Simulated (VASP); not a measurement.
# Mg9O8 (a cell with a defect) in VASP: further runs

The runs below take Mg9O8 (a cell with a defect) through single point, with LDA.

All numbers are computed with VASP 6.6.1; they aren't measurements. Logs are shortened: lines on timing, memory, paths and dates and some standing lists are left out, and cuts for length are marked.

## 1. The cell of the first run

The cell holds a defect, 17 atoms: a = 6.095 Å, b = 6.095 Å, c = 6.095 Å, α = 60.00°, β = 60.00°, γ = 60.00°.

## 2. Single point, LDA

INCAR

```
SYSTEM = Mg9O8
ALGO = Normal
EDIFF = 1E-6
ENCUT = 520
GGA = CA
ISIF = 2
ISMEAR = -1
LASPH = .True.
LCHARG = .False.
LREAL = Auto
LWAVE = .False.
NBANDS = 47
NELM = 100
PREC = Accurate
SIGMA = 0.02
```

KPOINTS

```
k-points
0
Gamma
  2 2 2
  0 0 0
```

POSCAR

```
Mg9O8
1.0
    0.0000000000      4.3100000000      4.3100000000
    4.3100000000      0.0000000000      4.3100000000
    4.3100000000      4.3100000000      0.0000000000
Mg O
9 8
Direct
    0.0594904191      0.0595205598      0.0594349169
   -0.0050776242     -0.0051907041      0.4893406035
   -0.0049469421      0.4892170486     -0.0049148422
   -0.0074746129      0.4931443867      0.4935114767
    0.4893340663     -0.0051504888     -0.0050149622
    0.4933327399     -0.0075262672      0.4934671710
    0.4933419478      0.4931233120     -0.0074103041
    0.4928211670      0.4927147800      0.4928135549
   -0.0789748425     -0.0790167938      0.9209394038
    0.2403716482      0.2402146186      0.2404532436
    0.2617543658      0.2615570451      0.7359546779
    0.2616808712      0.7358481697      0.2616071839
    0.2526577511      0.7229842049      0.7234185220
    0.7359395052      0.2615600433      0.2617079043
    0.7231019601      0.2524676301      0.7233403149
    0.7233498939      0.7231447164      0.2527158812
    0.7480111261      0.7478667289      0.7480391938
```

Potentials or basis: VASP PAW LDA potentials, release 64 (Mg, O).

On the command line:

```console
> cat potpaw_LDA.64/Mg/POTCAR potpaw_LDA.64/O/POTCAR > POTCAR
> mpirun -np 1 vasp_std > vasp.out
```

OUTCAR:

```text
SYSTEM = Mg9O8
   EDIFF = 1E-6
   ENCUT = 520
   GGA = CA
   ISIF = 2
   ISMEAR = -1
   LASPH = .True.
   LREAL = Auto
   NELM = 100
   PREC = Accurate

 ion  position               nearest neighbor table
   1  0.059  0.060  0.059-  11 1.89  14 1.89  12 1.89   9 2.07   3 2.29   5 2.29   2 2.30  10 2.70
                             4 3.20   6 3.20   7 3.20   6 3.21   7 3.21   4 3.21
   2  0.995  0.995  0.489-  14 2.10  12 2.10  10 2.12  15 2.13  13 2.13  17 2.13   9 2.27   1 2.30
                             3 3.01   5 3.01   4 3.04   6 3.04   8 3.05   8 3.05   6 3.05   4 3.05
   3  0.995  0.489  0.995-  14 2.10  11 2.11  10 2.11  13 2.12  16 2.13  17 2.13   9 2.27   1 2.29
                             5 3.01   2 3.01   7 3.04   4 3.04   8 3.05   8 3.05   4 3.05   7 3.05
   4  0.993  0.493  0.494-  10 2.18  17 2.20  16 2.20  15 2.21  11 2.21  12 2.21   7 3.04   3 3.04
                             2 3.04   6 3.04   8 3.05   8 3.05   6 3.05   2 3.05   7 3.05   3 3.05
   5  0.489  0.995  0.995-  11 2.10  12 2.10  10 2.12  15 2.13  16 2.13  17 2.13   9 2.27   1 2.29
                             3 3.01   2 3.01   7 3.04   6 3.04   8 3.05   8 3.05   6 3.05   7 3.05
   6  0.493  0.992  0.493-  10 2.18  17 2.20  16 2.21  13 2.21  11 2.21  14 2.21   7 3.04   4 3.04
                             5 3.04   2 3.04   8 3.05   8 3.05   2 3.05   5 3.05   4 3.05   7 3.05
   7  0.493  0.493  0.993-  10 2.18  17 2.20  13 2.20  15 2.20  14 2.21  12 2.21   3 3.04   5 3.04
                             4 3.04   6 3.04   8 3.05   8 3.05   6 3.05   4 3.05   5 3.05   3 3.05
   8  0.493  0.493  0.493-  15 1.99  13 1.99  16 1.99  11 1.99  14 1.99  12 1.99   6 3.05   4 3.05
                             7 3.05   3 3.05   5 3.05   2 3.05   2 3.05   5 3.05   3 3.05   7 3.05
   9  0.921  0.921  0.921-  15 1.89  13 1.89  16 1.89   1 2.07   2 2.27   3 2.27   5 2.27  17 2.58
                             4 3.23   7 3.23   6 3.23   7 3.23   6 3.23   4 3.23
  10  0.240  0.240  0.240-   3 2.11   5 2.12   2 2.12   7 2.18   6 2.18   4 2.18   1 2.70
  11  0.262  0.262  0.736-   1 1.89   8 1.99   5 2.10   3 2.11   6 2.21   4 2.21
  12  0.262  0.736  0.262-   1 1.89   8 1.99   5 2.10   2 2.10   7 2.21   4 2.21
  13  0.253  0.723  0.723-   9 1.89   8 1.99   3 2.12   2 2.13   7 2.20   6 2.21
  14  0.736  0.262  0.262-   1 1.89   8 1.99   2 2.10   3 2.10   6 2.21   7 2.21
  15  0.723  0.252  0.723-   9 1.89   8 1.99   5 2.13   2 2.13   7 2.20   4 2.21
  16  0.723  0.723  0.253-   9 1.89   8 1.99   3 2.13   5 2.13   4 2.20   6 2.21
  17  0.748  0.748  0.748-   2 2.13   5 2.13   3 2.13   6 2.20   4 2.20   7 2.20   9 2.58

  LATTYP: Found a face centered cubic cell.
 ALAT       =     8.6200000000

  Lattice vectors:

 A1 = (   0.0000000000,   4.3100000000,   4.3100000000)
 A2 = (   4.3100000000,   0.0000000000,   4.3100000000)
 A3 = (   4.3100000000,   4.3100000000,   0.0000000000)

Analysis of symmetry for initial positions (statically):
=====================================================================
 Subroutine PRICEL returns:
 Original cell was already a primitive cell.

 Routine SETGRP: Setting up the symmetry group for a
 face centered cubic supercell.

 Subroutine GETGRP returns: Found  1 space group operations
 (whereof  1 operations were pure point group operations)
 out of a pool of 48 trial point group operations.

The static configuration has the point symmetry C_1 .

Analysis of symmetry for dynamics (positions and initial velocities):
=====================================================================
 Subroutine PRICEL returns:
 Original cell was already a primitive cell.

 Routine SETGRP: Setting up the symmetry group for a
 face centered cubic supercell.

 Subroutine GETGRP returns: Found  1 space group operations
 (whereof  1 operations were pure point group operations)
 out of a pool of 48 trial point group operations.

The dynamic configuration has the point symmetry C_1 .

 Subroutine INISYM returns: Found  1 space group operations
 (whereof  1 operations are pure point group operations),
 and found     1 'primitive' translations

----------------------------------------------------------------------------------------

                                     Primitive cell

  volume of cell :     160.1260

  direct lattice vectors                    reciprocal lattice vectors
     0.000000000  4.310000000  4.310000000    -0.116009281  0.116009281  0.116009281
     4.310000000  0.000000000  4.310000000     0.116009281 -0.116009281  0.116009281
     4.310000000  4.310000000  0.000000000     0.116009281  0.116009281 -0.116009281

  length of vectors
     6.095260454  6.095260454  6.095260454     0.200933968  0.200933968  0.200933968

[... 50 lines left out ...]
    -0.058004640  0.058004640  0.058004640     0.500000000  0.000000000  0.000000000
     0.058004640 -0.058004640  0.058004640     0.000000000  0.500000000  0.000000000
     0.058004640  0.058004640 -0.058004640     0.000000000  0.000000000  0.500000000

  Length of vectors
     0.100466984  0.100466984  0.100466984

  Shift w.r.t. Gamma in fractional coordinates (k-lattice)
     0.000000000  0.000000000  0.000000000

 Subroutine IBZKPT returns following result:
 ===========================================

 Found      8 irreducible k-points:

 Following reciprocal coordinates:
            Coordinates               Weight
  0.000000  0.000000  0.000000      1.000000
  0.500000  0.000000  0.000000      1.000000
  0.000000  0.500000  0.000000      1.000000
  0.000000  0.000000  0.500000      1.000000
  0.500000  0.500000  0.500000      1.000000
  0.500000  0.500000  0.000000      1.000000
  0.000000  0.500000  0.500000      1.000000
  0.500000  0.000000  0.500000      1.000000
   k-points           NKPTS =      8   k-points in BZ     NKDIM =      8   number of bands    NBANDS=     47
   number of dos      NEDOS =    301   number of ions     NIONS =     17
   total plane-waves  NPLWV = 110592
   dimension x,y,z NGX =    48 NGY =   48 NGZ =   48
   dimension x,y,z NGXF=    96 NGYF=   96 NGZF=   96
   ions per type =               9   8
   NGX,Y,Z   is equivalent  to a cutoff of  13.09, 13.09, 13.09 a.u.
   NGXF,Y,Z  is equivalent  to a cutoff of  26.18, 26.18, 26.18 a.u.
 SYSTEM =  Mg9O8
   PREC   = accura    normal or accurate (medium, high low for compatibility)
   ISTART =      0    job   : 0-new  1-cont  2-samecut
   ICHARG =      2    charge: 1-file 2-atom 10-const
   ISPIN  =      1    spin polarized calculation?
   LNONCOLLINEAR =      F non collinear calculations
   LSORBIT =      F    spin-orbit coupling
   LASPH  =      T    aspherical Exc in radial PAW
   ENCUT  =  520.0 eV  38.22 Ry    6.18 a.u.  11.33 11.33 11.33*2*pi/ulx,y,z
   NELM   =    100;   NELMIN=  2; NELMDL= -5     # of ELM steps
   EDIFF  = 0.1E-05   stopping-criterion for ELM
   LREAL  =      T    real-space projection
   EDIFFG = 0.1E-04   stopping-criterion for IOM
   NSW    =      0    number of steps for IOM
   IBRION =     -1    ionic relax: 0-MD 1-quasi-New 2-CG
   NFREE  =      0    steps in history (QN), initial steepest desc. (CG)
   ISIF   =      2    stress and relaxation
   ISYM   =      2    0-nonsym 1-usesym 2-fastsym
   POTIM  = 0.5000    time-step for ionic-motion
   TEBEG  =    0.0;   TEEND  =   0.0 temperature during run
   PSTRESS=    0.0 pullay stress
   NELECT =      66.0000    total number of electrons
   NUPDOWN=      -1.0000    fix difference up-down
   EMIN   =  10.00;   EMAX   =-10.00  energy-range for DOS
   EFERMI =   0.00;   METHOD = LEGACY
   ISMEAR =    -1;   SIGMA  =   0.02  broadening in eV -4-tet -1-fermi 0-gaus
   EFERMI_NEDOS =   21; number of points for ismear=-14 and -15
   IALGO  =     38    algorithm
   IMIX   =      4    mixing-type and parameters
     AMIX     =   0.40;   BMIX     =  1.00
     AMIX_MAG =   1.60;   BMIX_MAG =  1.00
  volume/ion in A,a.u.               =       9.42        63.56
  Fermi-wavevector in a.u.,A,eV,Ry     =   1.218341  2.302331 20.195874  1.484355
  Thomas-Fermi vector in A             =   2.353631
   LORBIT       =      0    0 simple, 1 ext, 2 COOP (PROOUT), +10 PAW based schemes
   GGA     = CA    functional components
   LHFCALC =     F    Hartree Fock is set to
   AEXX    =    0.0000 exact exchange contribution
   IVDW    =     0    specifies the selected vdW correction
   LEPSILON=     F    determine dielectric tensor
   LRPA    =     F    only Hartree local field effects (RPA)
 non-spin polarized calculation
  energy-cutoff  :      520.00
  volume of cell :      160.13
 maximum number of plane-waves:      4338
 NGX is ok and might be reduce to    48
   NGX = 23   NGY = 23   NGZ = 23

 number of electron      65.9999998 magnetization

 Free energy of the ion-electron system (eV)
  ---------------------------------------------------
  ext. energy  EPLUGINS =         0.00000000
  ---------------------------------------------------
  free energy    TOTEN  =       -97.46426667 eV

  energy without entropy =      -97.46411545  energy(sigma->0) =      -97.46419106

 E-fermi :   8.6039     XC(G=0): -11.5677

 val. band max:        8.4556200109   @ k =   0.5000   0.5000   0.0000
 cond. band min:       8.7518132646   @ k =   0.0000   0.0000   0.5000
 fundamental gap:      0.2961932537
 Fermi energy:         8.6038656397

 k-point     1 :       0.0000    0.0000    0.0000
  band No.  band energies     occupation
      1     -13.9942      2.00000
      2     -12.8361      2.00000
      3     -12.7231      2.00000
      4     -12.7230      2.00000
      5     -12.6590      2.00000
      6     -12.5519      2.00000
[... 373 lines left out ...]
     44      13.2243      0.00000
     45      13.8344      0.00000
 [bands above 45 left out]

------------------------ aborting loop because EDIFF is reached ----------------------------------------

  FORCE on cell =-STRESS in cart. coord.  units (eV):
  Direction    XX          YY          ZZ          XY          YZ          ZX
  --------------------------------------------------------------------------------------
  -------------------------------------------------------------------------------------
  Total       15.2593241     15.2568616     15.2647207      6.1726498      6.1812593      6.1830228
  in kB      152.6806755    152.6560369    152.7346729     61.7618673     61.8480107     61.8656564
  external PRESSURE =     152.6904618 kB  Pullay stress =       0.0000000 kB

 VOLUME and BASIS-vectors are now :
 -----------------------------------------------------------------------------
  energy-cutoff  :      520.00
  volume of cell :      160.13
      direct lattice vectors                 reciprocal lattice vectors
     0.000000000  4.310000000  4.310000000    -0.116009281  0.116009281  0.116009281
     4.310000000  0.000000000  4.310000000     0.116009281 -0.116009281  0.116009281
     4.310000000  4.310000000  0.000000000     0.116009281  0.116009281 -0.116009281

 POSITION                                       TOTAL-FORCE (eV/Angst)
 -----------------------------------------------------------------------------------
      0.51270      0.51257      0.51294        -0.071394     -0.068271     -0.072016
      6.39669      6.39717      8.57574         0.000172      0.002887      0.000889
      6.39734      8.57750      6.39720         0.001028     -0.001652     -0.000703
      4.25249      6.40482      6.40324         0.000666      0.001101      0.001945
      8.57619      6.39742      6.39683        -0.000033      0.003736     -0.000820
      6.40441      4.25311      6.40383        -0.000797     -0.000438     -0.000531
[... 9 lines left out ...]
      4.20596      4.20684      6.23439         0.008522      0.007749     -0.049534
      6.44735      6.44798      6.44723        -0.004686     -0.003741     -0.003583
 -----------------------------------------------------------------------------------
    total drift:                               -0.000254     -0.000271     -0.000246

  FREE ENERGIE OF THE ION-ELECTRON SYSTEM (eV)
  ---------------------------------------------------
  free  energy   TOTEN  =       -97.4642666679 eV

  energy  without entropy=      -97.4641154522  energy(sigma->0) =      -97.46419106
```

Wall time 1.9 min (1 thread of AMD EPYC 7R43 (Zen 3), shared host); peak memory 0.23 GiB.

Results:

| Property | Result |
| --- | --- |
| Free energy | -97.4643 eV |
| Pressure | 15.3 GPa |
| Largest force | 0.122 eV/Å |
| Band gap on the k mesh | 0.30 eV |

Forces on the atoms (eV/Å):
```
Mg  -0.071 -0.068 -0.072
Mg   0.000  0.003  0.001
Mg   0.001 -0.002 -0.001
Mg   0.001  0.001  0.002
Mg   0.000  0.004 -0.001
Mg  -0.001  0.000 -0.001
Mg   0.003  0.003  0.004
Mg  -0.001 -0.004  0.000
Mg   0.064  0.066  0.061
O    0.010  0.009  0.008
O   -0.012 -0.014  0.053
O   -0.010  0.053 -0.013
O   -0.049  0.007  0.011
O    0.053 -0.011 -0.013
O    0.009 -0.050  0.013
O    0.009  0.008 -0.050
O   -0.005 -0.004 -0.004
```

Caveat: the k points lie up to 0.63 Å⁻¹ apart.

## 3. Single point, LDA

INCAR

```
PREC = Accurate ; ENCUT = 520
EDIFF = 1E-6 ; ISMEAR = -1
SIGMA = 0.02 ; LREAL = Auto
LASPH = True ; NELM = 100
ALGO = Normal ; ISIF = 2
LWAVE = False ; LCHARG = True
LELF = True ; LVHAR = True
NBANDS = 47
```

KPOINTS

```
Automatic mesh
0
Gamma
  2 2 2
```

POSCAR

```
Mg9O8
1.0
    0.0000000000      4.3100000000      4.3100000000
    4.3100000000      0.0000000000      4.3100000000
    4.3100000000      4.3100000000      0.0000000000
Mg O
9 8
Direct
    0.0594903712      0.0595205336      0.0594349188
   -0.0050776102     -0.0051906032      0.4893404872
   -0.0049469838      0.4892170534     -0.0049147332
   -0.0074745940      0.4931444316      0.4935114849
    0.4893339907     -0.0051504640     -0.0050149652
    0.4933328306     -0.0075263341      0.4934671694
    0.4933418794      0.4931233179     -0.0074103248
    0.4928212297      0.4927147332      0.4928135731
   -0.0789748260     -0.0790168213      0.9209393271
    0.2403716937      0.2402146172      0.2404531323
    0.2617542923      0.2615570766      0.7359547564
    0.2616807425      0.7358482599      0.2616071926
    0.2526577726      0.7229842227      0.7234185615
    0.7359394432      0.2615600928      0.2617078886
    0.7231019722      0.2524676334      0.7233402552
    0.7233498840      0.7231447796      0.2527157773
    0.7480111369      0.7478668213      0.7480392111
```

Potentials or basis: VASP PAW LDA potentials, release 64 (Mg, O).

On the command line:

```console
> cat potpaw_LDA.64/Mg/POTCAR potpaw_LDA.64/O/POTCAR > POTCAR
> mpirun -np 1 vasp_std > vasp.out
```

Run time: 2.1 min. Hardware: 1 thread of AMD EPYC 7R43 (Zen 3), shared host; peak memory 0.22 GiB.

The run converged. Its results:

```
Free energy            : -97.4643 eV
Pressure               : 15.3 GPa
Largest force          : 0.122 eV/Å
Band gap on the k mesh : 0.30 eV
```

Forces in eV/Å, atoms in the order of the input:
```
Mg  -0.071 -0.068 -0.072
Mg   0.000  0.003  0.001
Mg   0.001 -0.002 -0.001
Mg   0.001  0.001  0.002
Mg   0.000  0.004 -0.001
Mg  -0.001  0.000 -0.001
Mg   0.003  0.003  0.004
Mg  -0.001 -0.004  0.000
Mg   0.064  0.066  0.061
O    0.010  0.009  0.008
O   -0.012 -0.014  0.053
O   -0.010  0.053 -0.013
O   -0.049  0.007  0.011
O    0.053 -0.011 -0.013
O    0.009 -0.050  0.013
O    0.009  0.008 -0.050
O   -0.005 -0.004 -0.004
```

Stress tensor (GPa, compression positive):
```
15.27  6.18  6.19
 6.18 15.27  6.18
 6.19  6.18 15.27
```

Levels at points of the mesh, in eV from the valence-band top:
```tsv
k point	band 29	band 30	band 31	band 32	band 33	band 34	band 35	band 36	band 37	band 38
(0.00, 0.00, 0.00)	-5.90	-5.78	-5.78	-5.49	-2.13	0.80	0.98	1.12	1.12	1.70
(0.50, 0.00, 0.00)	-6.08	-5.94	-5.79	-5.66	-0.47	0.30	1.52	2.07	2.41	3.30
(0.00, 0.50, 0.00)	-6.08	-5.94	-5.79	-5.66	-0.47	0.30	1.52	2.07	2.41	3.30
(0.00, 0.00, 0.50)	-6.08	-5.94	-5.79	-5.66	-0.47	0.30	1.52	2.07	2.41	3.30
(0.50, 0.50, 0.50)	-6.26	-6.26	-5.94	-5.94	-0.10	0.59	2.15	2.16	2.18	2.94
(0.50, 0.50, 0.00)	-6.29	-6.12	-6.03	-5.91	0.00	1.10	2.16	2.24	2.54	2.72
(0.00, 0.50, 0.50)	-6.29	-6.12	-6.03	-5.91	0.00	1.10	2.16	2.24	2.55	2.72
(0.50, 0.00, 0.50)	-6.29	-6.12	-6.03	-5.91	0.00	1.10	2.16	2.24	2.55	2.72
```

Caveat: the k points lie up to 0.63 Å⁻¹ apart.
